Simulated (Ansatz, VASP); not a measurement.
**One calculation of Zr3TiC4, two programs**

```
CELL_PARAMETERS angstrom
3.27142 0.00000 0.00000
0.00000 4.63349 0.00000
0.00000 0.00000 6.53797
ATOMIC_POSITIONS crystal
Zr 0.00000 0.00000 0.74584
Zr 0.00000 0.00000 0.25416
Zr 0.50000 0.50000 0.00000
Ti 0.50000 0.50000 0.50000
C 0.00000 0.50000 0.26109
C 0.00000 0.50000 0.73891
C 0.50000 0.00000 0.00000
C 0.50000 0.00000 0.50000
```

Alike in both runs: functional PBE; k mesh 12 × 8 × 6; occupations gaussian, width 0.1 eV; no spin polarisation.

Ansatz relaxed the structure, and its values are those at the end. VASP's run is a single point on that final structure, the one shown.

```csv
,VASP,Ansatz
version,VASP 6.6.1,Ansatz 0.2.0
potentials or method,"VASP PAW PBE potentials, release 64 (Zr_sv, Ti_sv, C), cutoff 520 eV","scalar-relativistic, plane waves, PAW"
valence electrons in the cell,64,64
```

```csv
,VASP,Ansatz,Ansatz less VASP
gap on the k mesh at the Fermi level (eV),none,none,-
pressure (GPa),0.3,0.0,-0.26
```

A gap of «none» marks a metal or a gap that the smearing closes.
